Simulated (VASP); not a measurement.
Set up this calculation in VASP 6.6.1, as the native input.

```yaml
Task: electric field gradients
Functional: LDA
Potentials_or_basis: VASP PAW LDA potentials, release 64 (Ba_sv, Ti_sv, O)
Cutoff: 520 eV
k_mesh: 8 × 8 × 8
Occupations: fermi-dirac, width 0.02 eV
Spin: no spin polarisation
Dipole_correction: no
Further_INCAR_settings: ALGO = Normal; EDIFF = 1e-08; NBANDS = 28
```

The structure of BaTiO3 lies in POSCAR:

```
BaTiO3
1.0
    3.9841000000      0.0000000000      0.0000000000
    0.0000000000      2.8370500000      2.8458000000
    0.0000000000     -2.8370500000      2.8458000000
Ba Ti O
1 1 3
Direct
    0.0000000000      0.0067088399      0.0067088399
    0.5000000000      0.5202859281      0.5202859281
    0.0000000000      0.4918037738      0.4918037738
    0.5000000000      0.4932314397      0.9841900185
    0.5000000000      0.9841900185      0.4932314397
```

The input as run:

INCAR

```
SYSTEM = BaTiO3
PREC = Accurate
ENCUT = 520
EDIFF = 1E-8
ISMEAR = -1
SIGMA = 0.02
LREAL = .FALSE.
LASPH = .TRUE.
NELM = 100
ALGO = Normal
ISIF = 2
LWAVE = .FALSE.
LCHARG = .FALSE.
GGA = CA
LEFG = .TRUE.
NBANDS = 28
```

KPOINTS

```
regular mesh
0
G
  8 8 8
  0 0 0
```

Potentials or basis: VASP PAW LDA potentials, release 64 (Ba_sv, Ti_sv, O).

Launch:

```console
$ cat potpaw_LDA.64/Ba_sv/POTCAR potpaw_LDA.64/Ti_sv/POTCAR potpaw_LDA.64/O/POTCAR > POTCAR
$ mpirun -np 1 vasp_std > vasp.out
```

It gave:

| Property | Result |
| --- | --- |
| Pressure | -4.9 GPa |
| Largest force | 0.068 eV/Å |
| Band gap on the k mesh | 2.03 eV (least direct gap 2.39 eV) |
| Largest electric field gradient by atom | Ba +5.5; Ti +8.3; O +24.5, +15.4 (each value once) V/Å² |

Caveat: the cell stands under tension; without QUAD_EFG the Cq values of the log hold for a quadrupole moment of 1 mb, not for the nuclei; spin-orbit coupling is left out, which moves the levels of the heavy elements.

It took 4.8 min on 1 thread of Intel Xeon 8259CL, on a shared host, peak memory 0.29 GiB.
